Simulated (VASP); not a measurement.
# CaO (Fm-3m) in VASP: further runs

CaO is run at these levels: LDA; tasks: single point.

Program: VASP 6.6.1. These are calculated values, not measurements. Logs are shortened: lines on timing, memory, paths and dates and some standing lists are left out, and cuts for length are marked.

## 1. The cell of the first run

Symmetry: Fm-3m, No. 225, cubic system. Conventional cell: a = 4.780 Å, b = 4.780 Å, c = 4.780 Å, α = 90.00°, β = 90.00°, γ = 90.00°. Within 3.2 Å of Ca (site symmetry m-3m) lie 6 O at 2.39 Å. Within 3.2 Å of O (site symmetry m-3m) lie 6 Ca at 2.39 Å.

## 2. Single point, LDA

INCAR

```
PREC = Accurate ; ENCUT = 600
EDIFF = 1E-6 ; ISMEAR = 0
SIGMA = 0.1 ; LREAL = False
LASPH = True ; NELM = 120
ALGO = Normal ; ISIF = 2
LWAVE = False ; LCHARG = False
GGA = CA ; NBANDS = 15
GGA_COMPAT = False
```

KPOINTS

```
regular mesh
0
Gamma
  6 6 6
```

POSCAR

```
CaO
1.0
    0.0000000000      2.3900000000      2.3900000000
    2.3900000000      0.0000000000      2.3900000000
    2.3900000000      2.3900000000      0.0000000000
Ca O
1 1
Direct
    0.0000000000      0.0000000000      0.0000000000
    0.5000000000      0.5000000000      0.5000000000
```

Potentials or basis: VASP PAW LDA potentials, release 64 (Ca_sv, O).

Started as:

```
$ cat potpaw_LDA.64/Ca_sv/POTCAR potpaw_LDA.64/O/POTCAR > POTCAR
$ mpirun -np 1 vasp_std > vasp.out
```

OUTCAR:

```text
PREC = Accurate
   ENCUT = 600
   EDIFF = 1E-6
   ISMEAR = 0
   LREAL = False
   LASPH = True
   NELM = 120
   ISIF = 2
   GGA = CA

 ion  position               nearest neighbor table
   1  0.000  0.000  0.000-   2 2.39   2 2.39   2 2.39   2 2.39   2 2.39   2 2.39
   2  0.500  0.500  0.500-   1 2.39   1 2.39   1 2.39   1 2.39   1 2.39   1 2.39

  LATTYP: Found a face centered cubic cell.
 ALAT       =     4.7800000000

  Lattice vectors:

 A1 = (   0.0000000000,   2.3900000000,   2.3900000000)
 A2 = (   2.3900000000,   0.0000000000,   2.3900000000)
 A3 = (   2.3900000000,   2.3900000000,   0.0000000000)

Analysis of symmetry for initial positions (statically):
=====================================================================
 Subroutine PRICEL returns:
 Original cell was already a primitive cell.

 Routine SETGRP: Setting up the symmetry group for a
 face centered cubic supercell.

 Subroutine GETGRP returns: Found 48 space group operations
 (whereof 48 operations were pure point group operations)
 out of a pool of 48 trial point group operations.

The static configuration has the point symmetry O_h .

Analysis of symmetry for dynamics (positions and initial velocities):
=====================================================================
 Subroutine PRICEL returns:
 Original cell was already a primitive cell.

 Routine SETGRP: Setting up the symmetry group for a
 face centered cubic supercell.

 Subroutine GETGRP returns: Found 48 space group operations
 (whereof 48 operations were pure point group operations)
 out of a pool of 48 trial point group operations.

The dynamic configuration has the point symmetry O_h .

 Subroutine INISYM returns: Found 48 space group operations
 (whereof 48 operations are pure point group operations),
 and found     1 'primitive' translations

----------------------------------------------------------------------------------------

                                     Primitive cell

  volume of cell :      27.3038

  direct lattice vectors                    reciprocal lattice vectors
     0.000000000  2.390000000  2.390000000    -0.209205021  0.209205021  0.209205021
     2.390000000  0.000000000  2.390000000     0.209205021 -0.209205021  0.209205021
     2.390000000  2.390000000  0.000000000     0.209205021  0.209205021 -0.209205021

  length of vectors
     3.379970414  3.379970414  3.379970414     0.362353725  0.362353725  0.362353725

  position of ions in fractional coordinates (direct lattice)
     0.000000000  0.000000000  0.000000000
     0.500000000  0.500000000  0.500000000

  ion indices of the primitive-cell ions
   primitive index   ion index
                 1           1
                 2           2

----------------------------------------------------------------------------------------

 KPOINTS: regular mesh

Automatic generation of k-mesh.
 Grid dimensions read from file:
 generate k-points for:    6    6    6

 Generating k-lattice:

  Cartesian coordinates                     Fractional coordinates (reciprocal lattice)
    -0.034867503  0.034867503  0.034867503     0.166666667  0.000000000  0.000000000
     0.034867503 -0.034867503  0.034867503     0.000000000  0.166666667  0.000000000
     0.034867503  0.034867503 -0.034867503     0.000000000  0.000000000  0.166666667

  Length of vectors
     0.060392288  0.060392288  0.060392288

  Shift w.r.t. Gamma in fractional coordinates (k-lattice)
     0.000000000  0.000000000  0.000000000

 Subroutine IBZKPT returns following result:
 ===========================================

 Found     16 irreducible k-points:

 Following reciprocal coordinates:
            Coordinates               Weight
  0.000000  0.000000  0.000000      1.000000
  0.166667  0.000000  0.000000      8.000000
  0.333333  0.000000  0.000000      8.000000
  0.500000  0.000000  0.000000      4.000000
  0.166667  0.166667  0.000000      6.000000
  0.333333  0.166667  0.000000     24.000000
[... 8 lines left out ...]
 -0.333333  0.333333  0.166667     24.000000
 -0.333333  0.500000  0.166667     12.000000
   k-points           NKPTS =     16   k-points in BZ     NKDIM =     16   number of bands    NBANDS=     15
   number of dos      NEDOS =    301   number of ions     NIONS =      2
   total plane-waves  NPLWV =  21952
   dimension x,y,z NGX =    28 NGY =   28 NGZ =   28
   dimension x,y,z NGXF=    56 NGYF=   56 NGZF=   56
   ions per type =               1   1
   NGX,Y,Z   is equivalent  to a cutoff of  13.77, 13.77, 13.77 a.u.
   NGXF,Y,Z  is equivalent  to a cutoff of  27.54, 27.54, 27.54 a.u.
 SYSTEM =  unknown system
   PREC   = accura    normal or accurate (medium, high low for compatibility)
   ISTART =      0    job   : 0-new  1-cont  2-samecut
   ICHARG =      2    charge: 1-file 2-atom 10-const
   ISPIN  =      1    spin polarized calculation?
   LNONCOLLINEAR =      F non collinear calculations
   LSORBIT =      F    spin-orbit coupling
   LASPH  =      T    aspherical Exc in radial PAW
   ENCUT  =  600.0 eV  44.10 Ry    6.64 a.u.   6.75  6.75  6.75*2*pi/ulx,y,z
   NELM   =    120;   NELMIN=  2; NELMDL= -5     # of ELM steps
   EDIFF  = 0.1E-05   stopping-criterion for ELM
   LREAL  =      F    real-space projection
   EDIFFG = 0.1E-04   stopping-criterion for IOM
   NSW    =      0    number of steps for IOM
   IBRION =     -1    ionic relax: 0-MD 1-quasi-New 2-CG
   NFREE  =      0    steps in history (QN), initial steepest desc. (CG)
   ISIF   =      2    stress and relaxation
   ISYM   =      2    0-nonsym 1-usesym 2-fastsym
   POTIM  = 0.5000    time-step for ionic-motion
   TEBEG  =    0.0;   TEEND  =   0.0 temperature during run
   PSTRESS=    0.0 pullay stress
   NELECT =      16.0000    total number of electrons
   NUPDOWN=      -1.0000    fix difference up-down
   EMIN   =  10.00;   EMAX   =-10.00  energy-range for DOS
   EFERMI =   0.00;   METHOD = LEGACY
   ISMEAR =     0;   SIGMA  =   0.10  broadening in eV -4-tet -1-fermi 0-gaus
   EFERMI_NEDOS =   21; number of points for ismear=-14 and -15
   IALGO  =     38    algorithm
   IMIX   =      4    mixing-type and parameters
     AMIX     =   0.40;   BMIX     =  1.00
     AMIX_MAG =   1.60;   BMIX_MAG =  1.00
  volume/ion in A,a.u.               =      13.65        92.13
  Fermi-wavevector in a.u.,A,eV,Ry     =   1.369957  2.588843 25.535171  1.876782
  Thomas-Fermi vector in A             =   2.495786
   LORBIT       =      0    0 simple, 1 ext, 2 COOP (PROOUT), +10 PAW based schemes
   GGA     = CA    functional components
   LHFCALC =     F    Hartree Fock is set to
   AEXX    =    0.0000 exact exchange contribution
   IVDW    =     0    specifies the selected vdW correction
   LEPSILON=     F    determine dielectric tensor
   LRPA    =     F    only Hartree local field effects (RPA)
 non-spin polarized calculation
 Gauss-broadening in eV      SIGMA  =   0.10
  energy-cutoff  :      600.00
  volume of cell :       27.30
 maximum number of plane-waves:       941
   NGX = 13   NGY = 13   NGZ = 13

 number of electron      15.9999997 magnetization

 Free energy of the ion-electron system (eV)
  ---------------------------------------------------
  ext. energy  EPLUGINS =         0.00000000
  ---------------------------------------------------
  free energy    TOTEN  =       -14.20968998 eV

  energy without entropy =      -14.20968998  energy(sigma->0) =      -14.20968998

 E-fermi :   2.5565     XC(G=0): -11.1107

 val. band max:        2.1087857666   @ k =   0.0000   0.0000   0.0000
 cond. band min:       5.5601311096   @ k =   0.5000   0.5000   0.0000
 fundamental gap:      3.4513453430
 Fermi energy:         2.5565045221

 k-point     1 :       0.0000    0.0000    0.0000
  band No.  band energies     occupation
      1     -34.8861      2.00000
      2     -15.9205      2.00000
      3     -15.9205      2.00000
      4     -15.9205      2.00000
      5     -13.1316      2.00000
      6       2.1088      2.00000
      7       2.1088      2.00000
      8       2.1088      2.00000
      9       6.8070      0.00000
     10       8.2568      0.00000
     11       8.2568      0.00000
     12       8.2568      0.00000
     13       9.8472      0.00000
     14       9.8472      0.00000
     15      17.0202      0.00000

 k-point     2 :       0.1667    0.0000    0.0000
  band No.  band energies     occupation
      1     -34.8563      2.00000
      2     -16.3134      2.00000
      3     -15.9356      2.00000
      4     -15.9356      2.00000
      5     -12.7205      2.00000
      6       1.2142      2.00000
      7       1.7381      2.00000
      8       1.7381      2.00000
      9       7.9115      0.00000
     10       8.2461      0.00000
     11       8.7369      0.00000
     12       8.7369      0.00000
     13      10.5033      0.00000
     14      10.5033      0.00000
     15      17.9793      0.00000

 k-point     3 :       0.3333    0.0000    0.0000
  band No.  band energies     occupation
      1     -34.7961      2.00000
      2     -16.9131      2.00000
      3     -15.9652      2.00000
      4     -15.9652      2.00000
      5     -12.0788      2.00000
      6      -0.0955      2.00000
      7       1.1145      2.00000
      8       1.1145      2.00000
      9       8.5844      0.00000
     10       9.8375      0.00000
     11       9.8452      0.00000
     12       9.8452      0.00000
     13      11.8535      0.00000
     14      11.8535      0.00000
     15      17.4012      0.00000
[... 199 lines left out ...]
 k-point    15 :      -0.3333    0.3333    0.1667
  band No.  band energies     occupation
      1     -34.7381      2.00000
      2     -16.7481      2.00000
      3     -16.2911      2.00000
      4     -16.1383      2.00000
      5     -12.2768      2.00000
      6       0.3245      2.00000
      7       0.9892      2.00000
      8       1.0650      2.00000
      9       8.5804      0.00000
     10       8.5924      0.00000
     11      10.8840      0.00000
     12      11.2883      0.00000
     13      12.3314      0.00000
     14      15.0614      0.00000
     15      15.8373      0.00000

 k-point    16 :      -0.3333    0.5000    0.1667
  band No.  band energies     occupation
      1     -34.7292      2.00000
      2     -16.4952      2.00000
      3     -16.3508      2.00000
      4     -16.2841      2.00000
      5     -12.5465      2.00000
      6       0.8870      2.00000
      7       0.9926      2.00000
      8       1.2834      2.00000
      9       7.0107      0.00000
     10       9.7621      0.00000
     11      10.5484      0.00000
     12      11.7640      0.00000
     13      11.9238      0.00000
     14      15.0681      0.00000
     15      15.7354      0.00000

------------------------ aborting loop because EDIFF is reached ----------------------------------------

  FORCE on cell =-STRESS in cart. coord.  units (eV):
  Direction    XX          YY          ZZ          XY          YZ          ZX
  --------------------------------------------------------------------------------------
  -------------------------------------------------------------------------------------
  Total       -0.7861098     -0.7861098     -0.7861098      0.0000000      0.0000000     -0.0000000
  in kB      -46.1285832    -46.1285832    -46.1285832      0.0000000      0.0000000     -0.0000000
  external PRESSURE =     -46.1285832 kB  Pullay stress =       0.0000000 kB

 VOLUME and BASIS-vectors are now :
 -----------------------------------------------------------------------------
  energy-cutoff  :      600.00
  volume of cell :       27.30
      direct lattice vectors                 reciprocal lattice vectors
     0.000000000  2.390000000  2.390000000    -0.209205021  0.209205021  0.209205021
     2.390000000  0.000000000  2.390000000     0.209205021 -0.209205021  0.209205021
     2.390000000  2.390000000  0.000000000     0.209205021  0.209205021 -0.209205021

 POSITION                                       TOTAL-FORCE (eV/Angst)
 -----------------------------------------------------------------------------------
      0.00000      0.00000      0.00000         0.000000      0.000000      0.000000
      2.39000      2.39000      2.39000        -0.000000     -0.000000     -0.000000
 -----------------------------------------------------------------------------------
    total drift:                                0.000000      0.000000      0.000000

  FREE ENERGIE OF THE ION-ELECTRON SYSTEM (eV)
  ---------------------------------------------------
  free  energy   TOTEN  =       -14.2096899805 eV

  energy  without entropy=      -14.2096899805  energy(sigma->0) =      -14.20968998
```

Wall time 6.7 s (1 thread of Intel Xeon Platinum 8488C (Sapphire Rapids), shared host); peak memory 0.14 GiB.

Results:

```
Free energy            : -14.2097 eV
Pressure               : -4.6 GPa
Band gap on the k mesh : 3.45 eV (least direct gap 3.82 eV)
```

Caveat: the cell stands under tension. A k mesh can miss the band edges.

## 3. Single point, LDA

This run uses another cell than the first one, of 13.04 Å³/atom.

INCAR

```
SYSTEM = CaO
ALGO = Normal ; EDIFF = 1E-6
ENCUT = 600 ; GGA_COMPAT = .FALSE.
ISIF = 2 ; ISMEAR = 0
LASPH = .TRUE. ; LCHARG = .FALSE.
LREAL = .FALSE. ; LWAVE = .FALSE.
NBANDS = 15 ; NELM = 120
PREC = Accurate ; SIGMA = 0.02
```

KPOINTS

```
k-points
0
G
  8 8 8
  0 0 0
```

POSCAR

```
CaO
1.0
    0.0000000000      2.3536833232      2.3536833232
    2.3536833232      0.0000000000      2.3536833232
    2.3536833232      2.3536833232      0.0000000000
Ca O
1 1
Direct
    0.0000000000      0.0000000000      0.0000000000
    0.5000000000      0.5000000000      0.5000000000
```

Potentials or basis: VASP PAW LDA potentials, release 64 (Ca_sv, O).

Started as:

```
$ cat potpaw_LDA.64/Ca_sv/POTCAR potpaw_LDA.64/O/POTCAR > POTCAR
$ mpirun -np 1 vasp_std > vasp.out
```

Run time: 9.8 s. Hardware: 1 thread of Intel Xeon Platinum 8488C (Sapphire Rapids), shared host; peak memory 0.14 GiB.

Results (log left out):

```yaml
Free_energy: -14.2230 eV
Pressure: 0.9 GPa
Band_gap_on_the_k_mesh: 3.42 eV (least direct gap 3.78 eV)
```

Levels at points of the mesh, in eV from the valence-band top:
| k point | band 4 | band 5 | band 6 | band 7 | band 8 | band 9 | band 10 | band 11 | band 12 | band 13 |
| --- | --- | --- | --- | --- | --- | --- | --- | --- | --- | --- |
| (0.00, 0.00, 0.00) | -17.81 | -15.33 | 0.00 | 0.00 | 0.00 | 5.09 | 6.25 | 6.25 | 6.25 | 7.93 |
| (0.50, 0.00, 0.00) | -17.88 | -13.79 | -2.86 | -1.36 | -1.36 | 7.25 | 8.65 | 8.65 | 8.79 | 10.96 |
| (0.50, 0.50, 0.00) | -18.11 | -15.09 | -1.27 | -0.36 | -0.36 | 3.42 | 8.49 | 9.23 | 9.96 | 9.96 |

A k mesh can miss the band edges.
